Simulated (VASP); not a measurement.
Here is a VASP 6.6.1 calculation.

File INCAR:

```
SYSTEM = Ba
PREC = Accurate
ENCUT = 520
EDIFF = 1E-6
ISMEAR = 0
SIGMA = 0.15
LREAL = .False.
LASPH = .True.
NELM = 80
ALGO = Fast
ISIF = 2
LWAVE = .False.
LCHARG = .False.
GGA = PS
NBANDS = 11
```

KPOINTS

```
regular mesh
0
Gamma
  14 14 14
  0 0 0
```

POSCAR

```
Ba
1.0
   -2.6000000000      2.5000000000      2.5000000000
    2.6000000000     -2.5000000000      2.5000000000
    2.6000000000      2.5000000000     -2.5000000000
Ba
1
Direct
    0.0000000000      0.0000000000      0.0000000000
```

Potentials or basis: VASP PAW PBE potentials, release 64 (Ba_sv).

Launch:

```sh
$ cat potpaw_PBE.64/Ba_sv/POTCAR > POTCAR
$ mpirun -np 1 vasp_std > vasp.out
```

Estimate the band gap on the k mesh.

zero (band 5 reaches 1.85 eV, above the bottom of band 6 at 0.97 eV).

What does it give for the pressure?

-0.8 GPa.

Stress tensor (GPa, compression positive):
```
-0.91  0.00  0.00
 0.00 -0.78  0.00
 0.00  0.00 -0.78
```

Caveat: the cell differs from its parent crystal (strain +0.0400 x Voigt [1, 0, 0, 0, 0, 0]); the PAW data sets were made with another functional, which shifts forces and pressure a little; spin-orbit coupling is left out, which moves the levels of the heavy elements.
